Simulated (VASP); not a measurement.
# Cu (P6_3/mmc) in VASP: further runs, part 2 of 2

VASP 6.6.1. The steps go on from the part before.

## 4. Relaxation of cell and atoms, BLYP

This run uses another cell than the first one, of 11.81 Å³/atom.

Contents of INCAR:

```
PREC = Accurate
ENCUT = 600
EDIFF = 1E-6
ISMEAR = -1
SIGMA = 0.1
LREAL = F
LASPH = T
NELM = 100
ALGO = Normal
ISIF = 3
LWAVE = F
LCHARG = F
GGA = B5
ALDAX = 1.0
AGGAX = 1.0
AGGAC = 1.0
ALDAC = 0.0
IBRION = 2
NSW = 80
EDIFFG = -0.01
```

Contents of KPOINTS:

```
Automatic mesh
0
Gamma
  14 14 8
```

Contents of POSCAR:

```
Cu
1.0
    2.5561591618      0.0000000000      0.0000000000
   -1.2780795809      2.2136987702      0.0000000000
    0.0000000000      0.0000000000      4.1742079112
Cu
2
Direct
    0.3333333333      0.6666666667      0.2500000000
    0.6666666667      0.3333333333      0.7500000000
```

Potentials or basis: VASP PAW PBE potentials, release 64 (Cu).

Command:

```
cat potpaw_PBE.64/Cu/POTCAR > POTCAR
mpirun -np 1 vasp_std > vasp.out
```

OUTCAR:

```text
PREC = Accurate
   ENCUT = 600
   EDIFF = 1E-6
   ISMEAR = -1
   LREAL = F
   LASPH = T
   NELM = 100
   ISIF = 3
   GGA = B5
   IBRION = 2
   NSW = 80
   EDIFFG = -0.01

 ion  position               nearest neighbor table
   1  0.333  0.667  0.250-   2 2.56   2 2.56   2 2.56   2 2.56   2 2.56   2 2.56
   2  0.667  0.333  0.750-   1 2.56   1 2.56   1 2.56   1 2.56   1 2.56   1 2.56

  LATTYP: Found a hexagonal cell.
 ALAT       =     2.5561591618
 C/A-ratio  =     1.6330000000

  Lattice vectors:

 A1 = (   2.5561591618,   0.0000000000,   0.0000000000)
 A2 = (  -1.2780795809,   2.2136987702,   0.0000000000)
 A3 = (   0.0000000000,   0.0000000000,   4.1742079112)

Analysis of symmetry for initial positions (statically):
=====================================================================
 Subroutine PRICEL returns:
 Original cell was already a primitive cell.

 Routine SETGRP: Setting up the symmetry group for a
 hexagonal supercell.

 Subroutine GETGRP returns: Found 24 space group operations
 (whereof 12 operations were pure point group operations)
 out of a pool of 24 trial point group operations.

The static configuration has the point symmetry D_3d.
 The point group associated with its full space group is D_6h.

Analysis of symmetry for dynamics (positions and initial velocities):
=====================================================================
 Subroutine PRICEL returns:
 Original cell was already a primitive cell.

 Routine SETGRP: Setting up the symmetry group for a
 hexagonal supercell.

 Subroutine GETGRP returns: Found 24 space group operations
 (whereof 12 operations were pure point group operations)
 out of a pool of 24 trial point group operations.

The dynamic configuration has the point symmetry D_3d.
 The point group associated with its full space group is D_6h.

 Subroutine INISYM returns: Found 24 space group operations
 (whereof 12 operations are pure point group operations),
 and found     1 'primitive' translations

----------------------------------------------------------------------------------------

                                     Primitive cell

  volume of cell :      23.6200

  direct lattice vectors                    reciprocal lattice vectors
     2.556159162  0.000000000  0.000000000     0.391211946  0.225866322  0.000000000
    -1.278079581  2.213698770  0.000000000     0.000000000  0.451732645  0.000000000
     0.000000000  0.000000000  4.174207911     0.000000000  0.000000000  0.239566409

  length of vectors
     2.556159162  2.556159162  4.174207911     0.451732645  0.451732645  0.239566409

  position of ions in fractional coordinates (direct lattice)
     0.333333333  0.666666667  0.250000000
     0.666666667  0.333333333  0.750000000

  ion indices of the primitive-cell ions
   primitive index   ion index
                 1           1
                 2           2

----------------------------------------------------------------------------------------

 KPOINTS: Automatic mesh

Automatic generation of k-mesh.
 Grid dimensions read from file:
 generate k-points for:   14   14    8

 Generating k-lattice:

[... 53 lines left out ...]
   ISTART =      0    job   : 0-new  1-cont  2-samecut
   ICHARG =      2    charge: 1-file 2-atom 10-const
   ISPIN  =      1    spin polarized calculation?
   LNONCOLLINEAR =      F non collinear calculations
   LSORBIT =      F    spin-orbit coupling
   LASPH  =      T    aspherical Exc in radial PAW
   ENCUT  =  600.0 eV  44.10 Ry    6.64 a.u.   5.11  5.11  8.34*2*pi/ulx,y,z
   NELM   =    100;   NELMIN=  2; NELMDL= -5     # of ELM steps
   EDIFF  = 0.1E-05   stopping-criterion for ELM
   LREAL  =      F    real-space projection
   EDIFFG = -.1E-01   stopping-criterion for IOM
   NSW    =     80    number of steps for IOM
   IBRION =      2    ionic relax: 0-MD 1-quasi-New 2-CG
   NFREE  =      1    steps in history (QN), initial steepest desc. (CG)
   ISIF   =      3    stress and relaxation
   ISYM   =      2    0-nonsym 1-usesym 2-fastsym
   POTIM  = 0.5000    time-step for ionic-motion
   TEBEG  =    0.0;   TEEND  =   0.0 temperature during run
   PSTRESS=    0.0 pullay stress
   NELECT =      22.0000    total number of electrons
   NUPDOWN=      -1.0000    fix difference up-down
   EMIN   =  10.00;   EMAX   =-10.00  energy-range for DOS
   EFERMI =   0.00;   METHOD = LEGACY
   ISMEAR =    -1;   SIGMA  =   0.10  broadening in eV -4-tet -1-fermi 0-gaus
   EFERMI_NEDOS =   21; number of points for ismear=-14 and -15
   IALGO  =     38    algorithm
   IMIX   =      4    mixing-type and parameters
     AMIX     =   0.40;   BMIX     =  1.00
     AMIX_MAG =   1.60;   BMIX_MAG =  1.00
  volume/ion in A,a.u.               =      11.81        79.70
  Fermi-wavevector in a.u.,A,eV,Ry     =   1.598781  3.021257 34.777848  2.556100
  Thomas-Fermi vector in A             =   2.696177
   LORBIT       =      0    0 simple, 1 ext, 2 COOP (PROOUT), +10 PAW based schemes
   GGA     = B5    functional components
   LHFCALC =     F    Hartree Fock is set to
   AEXX    =    0.0000 exact exchange contribution
   IVDW    =     0    specifies the selected vdW correction
   LEPSILON=     F    determine dielectric tensor
   LRPA    =     F    only Hartree local field effects (RPA)
 conjugate gradient relaxation of ions
 non-spin polarized calculation
  energy-cutoff  :      600.00
  volume of cell :       23.62
 maximum number of plane-waves:       803
   NGX = 11   NGY = 11   NGZ = 17

--------------------------------------- Ionic step        1  -------------------------------------------

 number of electron      22.0000008 magnetization

 Free energy of the ion-electron system (eV)
  ---------------------------------------------------
  ext. energy  EPLUGINS =         0.00000000
  ---------------------------------------------------
  free energy    TOTEN  =        -5.89303789 eV

  energy without entropy =       -5.86842627  energy(sigma->0) =       -5.88073208

------------------------ aborting loop because EDIFF is reached ----------------------------------------

  FORCE on cell =-STRESS in cart. coord.  units (eV):
  Direction    XX          YY          ZZ          XY          YZ          ZX
  --------------------------------------------------------------------------------------
  -------------------------------------------------------------------------------------
  Total        1.6155619      1.6155619      1.6855941      0.0000000      0.0000000      0.0000000
  in kB      109.5856519    109.5856519    114.3360272      0.0000000      0.0000000      0.0000000
  external PRESSURE =     111.1691103 kB  Pullay stress =       0.0000000 kB
[... 167 lines left out ...]
--------------------------------------- Ionic step        6  -------------------------------------------

 number of electron      21.9999997 magnetization

 Free energy of the ion-electron system (eV)
  ---------------------------------------------------
  ext. energy  EPLUGINS =         0.00000000
  ---------------------------------------------------
  free energy    TOTEN  =        -5.95562371 eV

  energy without entropy =       -5.93140162  energy(sigma->0) =       -5.94351266

 E-fermi :   7.0790     XC(G=0): -11.7020

 val. band max:        7.0261645697   @ k =   0.4286   0.0714   0.2500
 cond. band min:       7.1062257194   @ k =   0.4286   0.0000   0.5000
 fundamental gap:      0.0800611497
 Fermi energy:         7.0790444254

 k-point     1 :       0.0000    0.0000    0.0000
  band No.  band energies     occupation
      1      -1.5690      2.00000
      2       2.4059      2.00000
      3       4.2140      2.00000
      4       4.2771      2.00000
      5       4.2771      2.00000
      6       4.4549      2.00000
      7       4.4549      2.00000
      8       4.7065      2.00000
      9       4.7065      2.00000
     10       5.3678      2.00000
     11       5.3678      2.00000
     12       6.4941      1.99425
     13      10.3853      0.00000
     14      27.5258      0.00000
[... 401 lines left out ...]
      2       3.3008      2.00000
      3       3.4000      2.00000
      4       3.6669      2.00000
      5       4.0950      2.00000
      6       4.1609      2.00000
      7       4.6612      2.00000
      8       5.2448      2.00000
      9       5.3417      2.00000
     10       5.3528      2.00000
     11       9.4673      0.00000
     12       9.7638      0.00000
     13      11.5412      0.00000
     14      16.5739      0.00000
     15      16.7788      0.00000

 [... further k-points ...]

------------------------ aborting loop because EDIFF is reached ----------------------------------------

  FORCE on cell =-STRESS in cart. coord.  units (eV):
  Direction    XX          YY          ZZ          XY          YZ          ZX
  --------------------------------------------------------------------------------------
  -------------------------------------------------------------------------------------
  Total       -0.0091724     -0.0091724      0.0157550      0.0000000      0.0000000      0.0000000
  in kB       -0.5740131     -0.5740131      0.9859593      0.0000000      0.0000000      0.0000000
  external PRESSURE =      -0.0540223 kB  Pullay stress =       0.0000000 kB
[... 17 lines left out ...]
  FREE ENERGIE OF THE ION-ELECTRON SYSTEM (eV)
  ---------------------------------------------------
  free  energy   TOTEN  =        -5.9556237092 eV

  energy  without entropy=       -5.9314016172  energy(sigma->0) =       -5.94351266

 reached required accuracy - stopping structural energy minimisation
```

Wall time 5 min (1 thread of Intel Xeon 8259CL, shared host); peak memory 0.18 GiB.

Results:

```
Free energy                           : -5.9556 eV
Relaxed volume                        : 12.80 Å³/atom
Relaxed cell                          : a = 2.624 Å, b = 2.624 Å, c = 4.293 Å, α = 90.00°, β = 90.00°, γ = 120.00°
Space group after relaxing (to 0.1 Å) : P6_3/mmc (No. 194)
Energy gained by relaxing             : 31.3 meV/atom
Ionic steps                           : 6
Pressure after relaxing               : 0.0 GPa
Band gap on the k mesh                : zero (bands 11 and 12 overlap by 5.48 eV)
```

The path:
```
step  energy change (eV)  largest force (eV/Å)  pressure (GPa)  volume (Å³)
   1              0.0000                0.0000           11.12        23.62
   2             -0.0518                0.0000           -3.55        26.53
   3             -0.0626                0.0000            0.05        25.59
   4             -0.0626                0.0000           -0.13        25.63
   5             -0.0626                0.0000            0.10        25.59
   6             -0.0626                0.0000           -0.01        25.60
```

Final structure:
```
CELL_PARAMETERS angstrom
2.62424 0.00000 0.00000
-1.31212 2.27266 0.00000
0.00000 0.00000 4.29271
ATOMIC_POSITIONS crystal
Cu 0.33333 0.66667 0.25000
Cu 0.66667 0.33333 0.75000
```

Caveat: the PAW data sets were made with another functional, which shifts forces and pressure a little.

## 5. Single point, BLYP

This run uses another cell than the first one, of 12.73 Å³/atom.

Contents of INCAR:

```
PREC     = Accurate       # precision mode
ENCUT    = 520            # plane-wave cutoff, eV
EDIFF    = 1E-6           # SCF threshold, eV
ISMEAR   = -1             # smearing method
SIGMA    = 0.1            # smearing width, eV
LREAL    = F              # projectors in reciprocal space
LASPH    = T              # aspherical terms in the spheres
NELM     = 60             # most SCF steps
ALGO     = Normal         # electronic algorithm
ISIF     = 2              # what is computed and relaxed
LWAVE    = F              # write WAVECAR
LCHARG   = F              # write CHGCAR
GGA      = B5             # functional
ALDAX    = 1.0          
AGGAX    = 1.0          
AGGAC    = 1.0          
ALDAC    = 0.0          
NBANDS   = 18             # bands
```

Contents of KPOINTS:

```
Automatic mesh
0
Gamma
  23 23 12
```

Contents of POSCAR:

```
Cu
1.0
    2.6173930884      0.0000000000      0.0000000000
   -1.3086965442      2.2667289062      0.0000000000
    0.0000000000      0.0000000000      4.2903314162
Cu
2
Direct
    0.3333333333      0.6666666667      0.2500000000
    0.6666666667      0.3333333333      0.7500000000
```

Command:

```
cat potpaw_PBE.64/Cu/POTCAR > POTCAR
mpirun -np 1 vasp_std > vasp.out
```

Wall time 3.2 min (1 thread of Intel Xeon 8259CL, shared host); peak memory 0.26 GiB.

The run converged. Its results:

```yaml
Free_energy: -5.9587 eV
Pressure: 0.7 GPa
Band_gap_on_the_k_mesh: zero (bands 11 and 12 overlap by 5.74 eV)
```

Stress tensor (GPa, compression positive):
```
0.47 0.00 0.00
0.00 0.47 0.00
0.00 0.00 1.07
```

Levels at points of the mesh, in eV from the Fermi level:
```csv
k point,band 8,band 9,band 10,band 11,band 12,band 13,band 14,band 15
"(0.00, 0.00, 0.00)",-2.43,-2.43,-1.77,-1.77,-0.67,3.25,20.53,20.53
"(0.00, 0.00, 0.50)",-2.91,-1.97,-1.97,-1.97,-1.97,11.78,11.78,21.80
```

Caveat: the PAW data sets were made with another functional, which shifts forces and pressure a little.

## 6. Overview

| task | cell | k mesh | cutoff (eV) | gap on the mesh (eV) | pressure (GPa) |
| --- | --- | --- | --- | --- | --- |
| single point | a = 2.685, b = 2.685, c = 4.402 Å, angles 90.0, 90.0, 120.0°, 2 atoms | 15 × 15 × 8 | 520 | none | -6.8 |
| single point | a = 2.718, b = 2.718, c = 4.456 Å, angles 90.0, 90.0, 120.0°, 2 atoms | 15 × 15 × 8 | 520 | none | -9.3 |
| relaxation of cell and atoms | relaxed from a = 2.556, b = 2.556, c = 4.174 Å, angles 90.0, 90.0, 120.0°, 2 atoms | 14 × 14 × 8 | 600 | none | 0.0 |
| single point | a = 2.617, b = 2.617, c = 4.290 Å, angles 90.0, 90.0, 120.0°, 2 atoms | 23 × 23 × 12 | 520 | none | 0.7 |

Alike in all rows: level BLYP; potentials or basis VASP PAW PBE potentials, release 64 (Cu); no spin polarisation; smearing fermi-dirac 0.1 eV.

Caveats: the PAW data sets were made with another functional, which shifts forces and pressure a little; the cell stands under tension (at least some runs).

Absolute energies hang on the potentials; compare differences alone.

The gap in the log of VASP goes by the Fermi energy; the results here count the filled bands.